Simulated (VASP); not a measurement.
# Au (Fm-3m) in VASP: notebook

The runs below take Au through single point, relaxation of cell and atoms, with PBEsol.

Everything below comes from runs of VASP 6.6.1. Logs are shortened: lines on timing, memory, paths and dates and some standing lists are left out, and cuts for length are marked.

### Step 1. The cell of the first run

Symmetry: Fm-3m, No. 225, cubic system. The conventional cell has a = 4.082 Å, b = 4.082 Å, c = 4.082 Å, α = 90.00°, β = 90.00°, γ = 90.00°. Au (site symmetry m-3m) has 12 Au at 2.89 Å within 3.8 Å.

### Step 2. Single point, PBEsol

INCAR

```
SYSTEM = Au
PREC     = Accurate       ! precision mode
ENCUT    = 520            ! plane-wave cutoff, eV
EDIFF    = 1E-6           ! SCF threshold, eV
ISMEAR   = -1             ! smearing method
SIGMA    = 0.1            ! smearing width, eV
LREAL    = .FALSE.        ! projectors in reciprocal space
LASPH    = .TRUE.         ! aspherical terms in the spheres
NELM     = 80             ! most SCF steps
ALGO     = Normal         ! electronic algorithm
ISIF     = 2              ! what is computed and relaxed
LWAVE    = .FALSE.        ! write WAVECAR
LCHARG   = .TRUE.         ! write CHGCAR
GGA      = PS             ! functional
LELF     = .TRUE.         ! ELF
LVHAR    = .TRUE.       
NBANDS   = 12             ! bands
```

KPOINTS

```
regular mesh
0
G
  9 9 9
  0 0 0
```

POSCAR

```
Au
1.0
    0.0000000000      2.0410451721      2.0410451721
    2.0410451721      0.0000000000      2.0410451721
    2.0410451721      2.0410451721      0.0000000000
Au
1
Direct
    0.0000000000      0.0000000000      0.0000000000
```

Potentials or basis: VASP PAW PBE potentials, release 64 (Au).

Command:

```console
$ cat potpaw_PBE.64/Au/POTCAR > POTCAR
$ mpirun -np 1 vasp_std > vasp.out
```

OUTCAR:

```text
SYSTEM = Au
   PREC = Accurate
   ENCUT = 520
   EDIFF = 1E-6
   ISMEAR = -1
   LREAL = .FALSE.
   LASPH = .TRUE.
   NELM = 80
   ISIF = 2
   GGA = PS

 ion  position               nearest neighbor table
   1  0.000  0.000  0.000-

  LATTYP: Found a face centered cubic cell.
 ALAT       =     4.0820903442

  Lattice vectors:

 A1 = (   0.0000000000,   2.0410451721,   2.0410451721)
 A2 = (   2.0410451721,   0.0000000000,   2.0410451721)
 A3 = (   2.0410451721,   2.0410451721,   0.0000000000)

Analysis of symmetry for initial positions (statically):
=====================================================================
 Subroutine PRICEL returns:
 Original cell was already a primitive cell.

 Routine SETGRP: Setting up the symmetry group for a
 face centered cubic supercell.

 Subroutine GETGRP returns: Found 48 space group operations
 (whereof 48 operations were pure point group operations)
 out of a pool of 48 trial point group operations.

The static configuration has the point symmetry O_h .

Analysis of symmetry for dynamics (positions and initial velocities):
=====================================================================
 Subroutine PRICEL returns:
 Original cell was already a primitive cell.

 Routine SETGRP: Setting up the symmetry group for a
 face centered cubic supercell.

 Subroutine GETGRP returns: Found 48 space group operations
 (whereof 48 operations were pure point group operations)
 out of a pool of 48 trial point group operations.

The dynamic configuration has the point symmetry O_h .

 Subroutine INISYM returns: Found 48 space group operations
 (whereof 48 operations are pure point group operations),
 and found     1 'primitive' translations

----------------------------------------------------------------------------------------

                                     Primitive cell

  volume of cell :      17.0054

  direct lattice vectors                    reciprocal lattice vectors
     0.000000000  2.041045172  2.041045172    -0.244972530  0.244972530  0.244972530
     2.041045172  0.000000000  2.041045172     0.244972530 -0.244972530  0.244972530
     2.041045172  2.041045172  0.000000000     0.244972530  0.244972530 -0.244972530

  length of vectors
     2.886473764  2.886473764  2.886473764     0.424304869  0.424304869  0.424304869

  position of ions in fractional coordinates (direct lattice)
     0.000000000  0.000000000  0.000000000

  ion indices of the primitive-cell ions
   primitive index   ion index
                 1           1

----------------------------------------------------------------------------------------

 KPOINTS: regular mesh

Automatic generation of k-mesh.
 Grid dimensions read from file:
 generate k-points for:    9    9    9

 Generating k-lattice:

  Cartesian coordinates                     Fractional coordinates (reciprocal lattice)
    -0.027219170  0.027219170  0.027219170     0.111111111  0.000000000  0.000000000
     0.027219170 -0.027219170  0.027219170     0.000000000  0.111111111  0.000000000
     0.027219170  0.027219170 -0.027219170     0.000000000  0.000000000  0.111111111

  Length of vectors
     0.047144985  0.047144985  0.047144985

  Shift w.r.t. Gamma in fractional coordinates (k-lattice)
     0.000000000  0.000000000  0.000000000

 Subroutine IBZKPT returns following result:
 ===========================================

 Found     35 irreducible k-points:

 Following reciprocal coordinates:
            Coordinates               Weight
  0.000000  0.000000  0.000000      1.000000
  0.111111  0.000000  0.000000      8.000000
  0.222222  0.000000  0.000000      8.000000
  0.333333  0.000000  0.000000      8.000000
  0.444444  0.000000  0.000000      8.000000
  0.111111  0.111111  0.000000      6.000000
[... 16 lines left out ...]
 -0.333333  0.333333  0.000000     12.000000
  0.444444  0.444444  0.000000      6.000000
 [... further k-points ...]
   k-points           NKPTS =     35   k-points in BZ     NKDIM =     35   number of bands    NBANDS=     12
   number of dos      NEDOS =    301   number of ions     NIONS =      1
   total plane-waves  NPLWV =  13824
   dimension x,y,z NGX =    24 NGY =   24 NGZ =   24
   dimension x,y,z NGXF=    48 NGYF=   48 NGZF=   48
   ions per type =               1
   NGX,Y,Z   is equivalent  to a cutoff of  13.82, 13.82, 13.82 a.u.
   NGXF,Y,Z  is equivalent  to a cutoff of  27.65, 27.65, 27.65 a.u.
 SYSTEM =  Au
   PREC   = accura    normal or accurate (medium, high low for compatibility)
   ISTART =      0    job   : 0-new  1-cont  2-samecut
   ICHARG =      2    charge: 1-file 2-atom 10-const
   ISPIN  =      1    spin polarized calculation?
   LNONCOLLINEAR =      F non collinear calculations
   LSORBIT =      F    spin-orbit coupling
   LASPH  =      T    aspherical Exc in radial PAW
   ENCUT  =  520.0 eV  38.22 Ry    6.18 a.u.   5.37  5.37  5.37*2*pi/ulx,y,z
   NELM   =     80;   NELMIN=  2; NELMDL= -5     # of ELM steps
   EDIFF  = 0.1E-05   stopping-criterion for ELM
   LREAL  =      F    real-space projection
   EDIFFG = 0.1E-04   stopping-criterion for IOM
   NSW    =      0    number of steps for IOM
   IBRION =     -1    ionic relax: 0-MD 1-quasi-New 2-CG
   NFREE  =      0    steps in history (QN), initial steepest desc. (CG)
   ISIF   =      2    stress and relaxation
   ISYM   =      2    0-nonsym 1-usesym 2-fastsym
   POTIM  = 0.5000    time-step for ionic-motion
   TEBEG  =    0.0;   TEEND  =   0.0 temperature during run
   PSTRESS=    0.0 pullay stress
   NELECT =      11.0000    total number of electrons
   NUPDOWN=      -1.0000    fix difference up-down
   EMIN   =  10.00;   EMAX   =-10.00  energy-range for DOS
   EFERMI =   0.00;   METHOD = LEGACY
   ISMEAR =    -1;   SIGMA  =   0.10  broadening in eV -4-tet -1-fermi 0-gaus
   EFERMI_NEDOS =   21; number of points for ismear=-14 and -15
   IALGO  =     38    algorithm
   IMIX   =      4    mixing-type and parameters
     AMIX     =   0.40;   BMIX     =  1.00
     AMIX_MAG =   1.60;   BMIX_MAG =  1.00
  volume/ion in A,a.u.               =      17.01       114.76
  Fermi-wavevector in a.u.,A,eV,Ry     =   1.415826  2.675523 27.273726  2.004562
  Thomas-Fermi vector in A             =   2.537224
   LORBIT       =      0    0 simple, 1 ext, 2 COOP (PROOUT), +10 PAW based schemes
   GGA     = PS    functional components
   LHFCALC =     F    Hartree Fock is set to
   AEXX    =    0.0000 exact exchange contribution
   IVDW    =     0    specifies the selected vdW correction
   LEPSILON=     F    determine dielectric tensor
   LRPA    =     F    only Hartree local field effects (RPA)
 non-spin polarized calculation
  energy-cutoff  :      520.00
  volume of cell :       17.01
 maximum number of plane-waves:       470
 NGX is ok and might be reduce to    24
   NGX = 11   NGY = 11   NGZ = 11

 number of electron      11.0000000 magnetization

 Free energy of the ion-electron system (eV)
  ---------------------------------------------------
  ext. energy  EPLUGINS =         0.00000000
  ---------------------------------------------------
  free energy    TOTEN  =        -3.94944464 eV

  energy without entropy =       -3.94661176  energy(sigma->0) =       -3.94802820

 E-fermi :   9.2816     XC(G=0): -12.8963

 val. band max:        8.9192816204   @ k =   0.4444   0.3333   0.0000
 cond. band min:       9.3378235920   @ k =   0.4444   0.4444   0.0000
 fundamental gap:      0.4185419716
 Fermi energy:         9.2815961158

 k-point     1 :       0.0000    0.0000    0.0000
  band No.  band energies     occupation
      1      -0.6290      2.00000
      2       4.6274      2.00000
      3       4.6274      2.00000
      4       4.6274      2.00000
      5       6.1620      2.00000
      6       6.1620      2.00000
      7      23.8130      0.00000
      8      27.8165      0.00000
      9      27.8165      0.00000
     10      27.8165      0.00000
     11      32.6899      0.00000
     12      37.3796      0.00000

 k-point     2 :       0.1111    0.0000    0.0000
  band No.  band energies     occupation
      1      -0.2048      2.00000
      2       4.4988      2.00000
      3       4.7637      2.00000
      4       4.7637      2.00000
      5       6.1087      2.00000
      6       6.1087      2.00000
      7      24.2383      0.00000
      8      25.6188      0.00000
      9      28.3130      0.00000
     10      28.3130      0.00000
     11      33.0931      0.00000
     12      35.3960      0.00000

 k-point     3 :       0.2222    0.0000    0.0000
  band No.  band energies     occupation
      1       0.8860      2.00000
      2       4.3973      2.00000
      3       4.9219      2.00000
      4       4.9219      2.00000
      5       6.2178      2.00000
      6       6.2178      2.00000
      7      21.5288      0.00000
      8      24.9975      0.00000
      9      29.2581      0.00000
     10      29.2581      0.00000
     11      30.9861      0.00000
     12      32.6623      0.00000
[... 286 lines left out ...]
 k-point    23 :      -0.3333    0.3333    0.0000
  band No.  band energies     occupation
      1       3.1364      2.00000
      2       3.9470      2.00000
      3       4.8154      2.00000
      4       6.0443      2.00000
      5       6.9198      2.00000
      6      11.7165      0.00000
      7      15.7364      0.00000
      8      16.4482      0.00000
      9      23.5918      0.00000
     10      26.2857      0.00000
     11      34.5407      0.00000
     12      35.0393      0.00000

 k-point    24 :       0.4444    0.4444    0.0000
  band No.  band energies     occupation
      1       2.2705      2.00000
      2       2.6014      2.00000
      3       7.2902      2.00000
      4       7.5530      2.00000
      5       7.5530      2.00000
      6       9.3378      0.72604
      7      16.2485      0.00000
      8      19.5769      0.00000
      9      19.5769      0.00000
     10      26.3896      0.00000
     11      28.9962      0.00000
     12      37.0101      0.00000

 [... further k-points ...]

------------------------ aborting loop because EDIFF is reached ----------------------------------------

  FORCE on cell =-STRESS in cart. coord.  units (eV):
  Direction    XX          YY          ZZ          XY          YZ          ZX
  --------------------------------------------------------------------------------------
  -------------------------------------------------------------------------------------
  Total       -0.0316168     -0.0316168     -0.0316168     -0.0000000      0.0000000     -0.0000000
  in kB       -2.9787940     -2.9787940     -2.9787940     -0.0000000      0.0000000     -0.0000000
  external PRESSURE =      -2.9787940 kB  Pullay stress =       0.0000000 kB

 VOLUME and BASIS-vectors are now :
 -----------------------------------------------------------------------------
  energy-cutoff  :      520.00
  volume of cell :       17.01
      direct lattice vectors                 reciprocal lattice vectors
     0.000000000  2.041045172  2.041045172    -0.244972530  0.244972530  0.244972530
     2.041045172  0.000000000  2.041045172     0.244972530 -0.244972530  0.244972530
     2.041045172  2.041045172  0.000000000     0.244972530  0.244972530 -0.244972530

 POSITION                                       TOTAL-FORCE (eV/Angst)
 -----------------------------------------------------------------------------------
      0.00000      0.00000      0.00000         0.000000      0.000000      0.000000
 -----------------------------------------------------------------------------------
    total drift:                               -0.000000      0.000000      0.000000

  FREE ENERGIE OF THE ION-ELECTRON SYSTEM (eV)
  ---------------------------------------------------
  free  energy   TOTEN  =        -3.9494446423 eV

  energy  without entropy=       -3.9466117612  energy(sigma->0) =       -3.94802820
```

Run time: 5.7 s. Hardware: 1 thread of Intel Xeon 6975P-C, shared host; peak memory 0.14 GiB.

What came out:

```yaml
Free_energy: -3.9494 eV
Pressure: -0.3 GPa
```

Levels at points of the mesh, in eV from the Fermi level:
```tsv
k point	band 3	band 4	band 5	band 6	band 7	band 8	band 9	band 10
(0.00, 0.00, 0.00)	-4.65	-4.65	-3.12	-3.12	14.53	18.53	18.53	18.53
```

Caveat: the PAW data sets were made with another functional, which shifts forces and pressure a little; spin-orbit coupling is left out, which moves the levels of the heavy elements.

### Step 3. Relaxation of cell and atoms, PBEsol

This run uses another cell than the first one, of 16.85 Å³/atom, 0.991 times its volume.

INCAR

```
SYSTEM = Au
PREC     = Accurate       ! precision mode
ENCUT    = 600            ! plane-wave cutoff, eV
EDIFF    = 1E-6           ! SCF threshold, eV
ISMEAR   = -1             ! smearing method
SIGMA    = 0.1            ! smearing width, eV
LREAL    = .FALSE.        ! projectors in reciprocal space
LASPH    = .TRUE.         ! aspherical terms in the spheres
NELM     = 80             ! most SCF steps
ALGO     = Normal         ! electronic algorithm
ISIF     = 3              ! what is computed and relaxed
LWAVE    = .FALSE.        ! write WAVECAR
LCHARG   = .FALSE.        ! write CHGCAR
GGA      = PS             ! functional
IBRION   = 2              ! ionic algorithm
NSW      = 80             ! ionic steps
EDIFFG   = -0.01          ! ionic threshold
```

KPOINTS is that of step 2.

POSCAR

```
Au
1.0
    0.0000000000      2.0350000000      2.0350000000
    2.0350000000      0.0000000000      2.0350000000
    2.0350000000      2.0350000000      0.0000000000
Au
1
Direct
    0.0000000000      0.0000000000      0.0000000000
```

Potentials or basis: VASP PAW PBE potentials, release 64 (Au).

Command:

```console
$ cat potpaw_PBE.64/Au/POTCAR > POTCAR
$ mpirun -np 1 vasp_std > vasp.out
```

Wall time 10 s (1 thread of Intel Xeon 6975P-C, shared host); peak memory 0.14 GiB.

Results (log left out):

| Property | Result |
| --- | --- |
| Free energy | -3.9493 eV |
| Relaxed volume | 16.99 Å³/atom |
| Relaxed cell | a = 2.885 Å, b = 2.885 Å, c = 2.885 Å, α = 60.00°, β = 60.00°, γ = 60.00° |
| Space group after relaxing (to 0.05 Å) | Fm-3m (No. 225) |
| Energy gained by relaxing | 0.6 meV/atom |
| Ionic steps | 3 |
| Pressure after relaxing | 0.0 GPa |

Step by step:
| step | energy change (eV) | largest force (eV/Å) | pressure (GPa) | volume (Å³) |
| --- | --- | --- | --- | --- |
| 1 | 0.0000 | 0.0000 | 1.39 | 16.85 |
| 2 | 0.0011 | 0.0000 | -2.27 | 17.22 |
| 3 | -0.0006 | 0.0000 | 0.00 | 16.99 |

Final structure:
```cif
data_structure
_symmetry_space_group_name_H-M 'P 1'
_symmetry_Int_Tables_number 1
_cell_length_a 2.8853
_cell_length_b 2.8853
_cell_length_c 2.8853
_cell_angle_alpha 60.000
_cell_angle_beta 60.000
_cell_angle_gamma 60.000
_cell_volume 16.99
loop_
_atom_site_label
_atom_site_type_symbol
_atom_site_fract_x
_atom_site_fract_y
_atom_site_fract_z
_atom_site_occupancy
Au1 Au 0.00000 0.00000 0.00000 1
```

Levels at points of the mesh, in eV from the Fermi level:
```
           k point  band 4  band 5  band 6  band 7  band 8  band 9
(0.00, 0.00, 0.00)   -4.66   -3.12   -3.12   14.53   18.54   18.54
```

Caveat: the PAW data sets were made with another functional, which shifts forces and pressure a little; spin-orbit coupling is left out, which moves the levels of the heavy elements.
